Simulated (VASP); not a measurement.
Wanted: the native input for a VASP 6.6.1 run.

| Item | Value |
| --- | --- |
| Task | single point |
| Functional | LDA |
| Potentials or basis | VASP PAW LDA potentials, release 64 (Pt) |
| Cutoff | 520 eV |
| k mesh | 22 × 22 × 22 |
| Occupations | gaussian, width 0.15 eV |
| Spin | no spin polarisation |
| Dipole correction | no |
| Further INCAR settings | ALGO = Fast; EDIFF = 1e-06; NBANDS = 11 |

The structure of Pt lies in POSCAR:

```
Pt
1.0
    0.0000000000      2.2460395122      1.5504410753
    2.2460395122      0.0000000000      1.5504410753
    2.2460395122      2.2460395122      0.0000000000
Pt
1
Direct
    0.0000000000      0.0000000000      0.0000000000
```

The input as run:

INCAR

```
SYSTEM = Pt
  PREC = Accurate
  ENCUT = 520
  EDIFF = 1E-6
  ISMEAR = 0
  SIGMA = 0.15
  LREAL = .False.
  LASPH = .True.
  NELM = 60
  ALGO = Fast
  ISIF = 2
  LWAVE = .False.
  LCHARG = .False.
  NBANDS = 11
```

KPOINTS

```
regular mesh
0
Gamma
  22 22 22
  0 0 0
```

Potentials or basis: VASP PAW LDA potentials, release 64 (Pt).

Run with:

```sh
$ cat potpaw_LDA.64/Pt/POTCAR > POTCAR
$ mpirun -np 1 vasp_std > vasp.out
```

Results of the run:

```
Pressure               : -11.7 GPa
Band gap on the k mesh : zero (bands 5 and 6 overlap by 2.15 eV)
```

Caveat: the cell stands under tension; spin-orbit coupling is left out, which moves the levels of the heavy elements.

Run time: 2.6 min on 1 thread of Intel Xeon 8259CL (shared host), peak memory 0.25 GiB.
